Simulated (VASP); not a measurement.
The system is In.

```
In
1.0
     0.00000    2.13942    2.13942
     2.13942    0.00000    2.13942
     2.13942    2.13942    0.00000
In
1
Direct
  0.00000 0.00000 0.00000
```

| Item | Value |
| --- | --- |
| Program | VASP 6.6.1 |
| Task | relaxation of cell and atoms |
| Functional | PBE |
| Potentials or basis | VASP PAW PBE potentials, release 64 (In_d) |
| Cutoff | 600 eV |
| k mesh | 15 × 15 × 15 |
| Occupations | fermi-dirac, width 0.05 eV |
| Spin | no spin polarisation |

At the start: pressure 28.8 GPa; volume 19.58 Å³/atom.

Where does the relaxation end?

Over 21 steps the energy falls by 496.3 meV/atom and the volume is 27.50 Å³/atom (+40.4 %); space group Fm-3m (No. 225, to 0.05 Å).

Step by step:
```
step  energy change (eV)  largest force (eV/Å)  pressure (GPa)  volume (Å³)
   1              0.0000                0.0000           28.76        19.58
   2             -0.4523                0.0000           -3.23        31.34
   3             -0.4955                0.0000            0.56        27.06
   4             -0.4962                0.0000           -0.11        27.59
   5             -0.4962                0.0000            0.11        27.42
   6             -0.4962                0.0000            0.11        27.42
   7             -0.4962                0.0000            0.10        27.42
   8             -0.4962                0.0000            0.10        27.42
   9             -0.4962                0.0000            0.10        27.42
  10             -0.4962                0.0000            0.10        27.42
  11             -0.4962                0.0000            0.10        27.42
  12             -0.4962                0.0000            0.10        27.42
  13             -0.4962                0.0000            0.11        27.42
  14             -0.4962                0.0000            0.11        27.42
  15             -0.4962                0.0000            0.12        27.42
  16             -0.4962                0.0000            0.10        27.42
  17             -0.4962                0.0000            0.09        27.42
  18             -0.4962                0.0000            0.09        27.43
  19             -0.4962                0.0000            0.08        27.44
  20             -0.4963                0.0000            0.05        27.46
  21             -0.4963                0.0000            0.00        27.50
```

Final structure:
```xyz
1
Lattice="0.0000 2.3958 2.3958 2.3958 0.0000 2.3958 2.3958 2.3958 0.0000" Properties=species:S:1:pos:R:3 pbc="T T T"
In    0.0000    0.0000    0.0000
```

Caveat: the volume moved by over 15 % at a fixed basis, so the end points are rough.
